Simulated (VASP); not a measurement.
K2ICl: single point with PBE

K2ICl:

```
Cl I K
1.0
     2.45054    1.41482    7.76360
    -2.45054    1.41482    7.76360
     0.00000   -2.82964    7.76360
Cl I K
1 1 2
Direct
  0.00000 0.00000 0.00000
  0.50000 0.50000 0.50000
  0.25951 0.25951 0.25951
  0.74049 0.74049 0.74049
```

This cell differs from its parent crystal: biaxial xy strain +4.0%.

```
Program                : VASP 6.6.1
Task                   : single point
Functional             : PBE
Potentials or basis    : VASP PAW PBE potentials, release 64 (Cl, I, K_sv)
Cutoff                 : 520 eV
k mesh                 : 6 × 6 × 6
Occupations            : fermi-dirac, width 0.02 eV
Spin                   : no spin polarisation
Dipole correction      : no
Further INCAR settings : ALGO = Normal; EDIFF = 1e-07; NBANDS = 24
```

| Item | Value |
| --- | --- |
| Pressure | -0.4 GPa |
| Largest force | 0.012 eV/Å |
| Band gap on the k mesh | 3.74 eV, direct |

Forces on the atoms (eV/Å):
```
Cl   0.000  0.000  0.000
I    0.000  0.000  0.000
K    0.000  0.000 -0.012
K    0.000  0.000  0.012
```

Stress tensor (GPa, compression positive):
```
-0.55  0.00  0.00
 0.00 -0.55  0.00
 0.00  0.00 -0.15
```

Levels at points of the mesh, in eV from the valence-band top:
```tsv
k point	band 13	band 14	band 15	band 16	band 17	band 18	band 19	band 20
(0.00, 0.00, 0.00)	-1.30	-0.41	0.00	0.00	3.74	5.71	6.76	6.76
(0.50, 0.00, 0.00)	-1.29	-1.00	-0.54	-0.23	5.80	6.01	6.08	7.07
(0.50, 0.50, 0.00)	-1.34	-0.81	-0.46	-0.23	5.23	5.71	6.14	7.02
(0.50, 0.50, 0.50)	-1.29	-0.79	-0.02	-0.02	4.87	5.06	6.19	7.36
```

Run time: 8.2 min on 1 thread of Intel Xeon 6975P-C (shared host), peak memory 0.63 GiB.

Caveat: the cell differs from its parent crystal (biaxial xy strain +4.0%); spin-orbit coupling is left out, which moves the levels of the heavy elements. A k mesh can miss the band edges.
